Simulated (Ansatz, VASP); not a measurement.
# ZnSe in VASP and in Ansatz

```xyz
2
Lattice="0.0000 2.8659 2.8659 2.8659 0.0000 2.8659 2.8659 2.8659 0.0000" Properties=species:S:1:pos:R:3 pbc="T T T"
Zn    0.0000    0.0000    0.0000
Se    4.2989    4.2989    4.2989
```

Alike in both runs: task relaxation of cell and atoms; functional PBE; k mesh 8 × 8 × 8; no spin polarisation.

|  | VASP | Ansatz |
| --- | --- | --- |
| version | VASP 6.6.1 | Ansatz 0.2.0 |
| potentials or method | VASP PAW PBE potentials, release 64 (Zn, Se), cutoff 600 eV | scalar-relativistic, plane waves, PAW |
| occupations | gaussian, width 0.01 eV | fixed |
| valence electrons in the cell | 18 | 28 |

Ansatz gave:

- gap on the k mesh at the Fermi level, each at its own relaxed structure (eV): 1.15
- relaxed volume (Å³/atom): 23.55
- relaxed cell length with the largest relative difference (Å): 4.054

**Question.** What did VASP give for the same quantities?

**Answer.** gap on the k mesh at the Fermi level, each at its own relaxed structure (eV): 1.14; relaxed volume (Å³/atom): 23.63; relaxed cell length with the largest relative difference (Å): 4.058.

VASP's potentials hold 18 valence electrons a cell and Ansatz's 28, so a difference there can come from the potentials and not from the codes.
